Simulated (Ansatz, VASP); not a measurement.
Tl in VASP and in Ansatz

Contents of INCAR:

```
ALGO     = Fast           # electronic algorithm
EDIFF    = 1E-6           # SCF threshold, eV
ENCUT    = 520            # plane-wave cutoff, eV
GGA      = PE             # functional
ISIF     = 2              # what is computed and relaxed
ISMEAR   = 0              # smearing method
IVDW     = 12             # dispersion correction
LASPH    = True           # aspherical terms in the spheres
LCHARG   = False          # write CHGCAR
LREAL    = False          # projectors in reciprocal space
LWAVE    = False          # write WAVECAR
NBANDS   = 12             # bands
NELM     = 80             # most SCF steps
PREC     = Accurate       # precision mode
SIGMA    = 0.1            # smearing width, eV
```

Contents of KPOINTS:

```
k-points
0
Gamma
  14 14 14
```

File POSCAR:

```
Tl
1.0
    0.0000000000      2.4235422983      2.4235422983
    2.4235422983      0.0000000000      2.4235422983
    2.4235422983      2.4235422983      0.0000000000
Tl
1
Direct
    0.0000000000      0.0000000000      0.0000000000
```

Input for Ansatz:

```yaml
crystal:
  lattice:
    - [0.0, 2.4235422983, 2.4235422983]
    - [2.4235422983, 0.0, 2.4235422983]
    - [2.4235422983, 2.4235422983, 0.0]
  atoms:
    - { symbol: Tl, position: [0.0, 0.0, 0.0] }
basis:
  ecutwfc: 420
kpoints:
  mp_grid: { grid: [14, 14, 14] }
hamiltonian:
  xc: pbe
  dispersion: d3bj
scf:
  occupations: { method: gaussian, width: 0.1 }
output:
  forces: true
  stress: true
  eigenvalues: true
```

Alike in both runs: task single point; functional PBE; dispersion D3(BJ); k mesh 14 × 14 × 14; occupations gaussian, width 0.1 eV; no spin polarisation.

|  | VASP | Ansatz |
| --- | --- | --- |
| version | VASP 6.6.1 | Ansatz 0.2.0 |
| potentials or method | VASP PAW PBE potentials, release 64 (Tl_d), cutoff 520 eV | scalar-relativistic, plane waves, PAW |
| valence electrons in the cell | 13 | 13 |

|  | VASP | Ansatz | Ansatz less VASP |
| --- | --- | --- | --- |
| gap on the k mesh at the Fermi level (eV) | none | none | - |
| pressure (GPa) | 1.0 | 1.1 | +0.05 |

A gap of «none» marks a metal or a gap that the smearing closes.

Spin-orbit coupling is off throughout.
